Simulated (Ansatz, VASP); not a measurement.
## One calculation of Co, two programs

```
Co
1.0
     2.36084    0.00000    0.00000
    -1.18042    2.04455    0.00000
     0.00000    0.00000    3.81551
Co
2
Direct
  0.33333 0.66667 0.25000
  0.66667 0.33333 0.75000
```

Alike in both runs: task single point; functional LDA; k mesh 24 × 24 × 13; occupations fermi-dirac, width 0.05 eV; collinear spin.

```csv
,VASP,Ansatz
version,VASP 6.6.1,Ansatz 0.2.0
potentials or method,"VASP PAW LDA potentials, release 64 (Co), cutoff 520 eV","plane waves (420 eV) with PAW, scalar-relativistic"
valence electrons in the cell,18,34
```

VASP gave:

- pressure (GPa): 24.2
- traceless stress, the component that is largest in VASP (GPa): -0.91
- net moment per atom (μB): 1.31
- size of the moment on the site where the two differ most (μB): 1.29

Task: Estimate Ansatz's values.

Result: Pressure (GPa): 27.0; traceless stress, the component that is largest in VASP (GPa): -0.82; net moment per atom (μB): 1.40; size of the moment on the site where the two differ most (μB): 1.44.

Ansatz warns that its potentials were made for another functional, while VASP's fit it. LDA's correlation is that of Perdew and Zunger in VASP and of Perdew and Wang (1992) in Ansatz. Site moments also hang on the region over which each program counts them. VASP's potentials hold 18 valence electrons a cell and Ansatz's 34, so a difference there can come from the potentials and not from the codes.
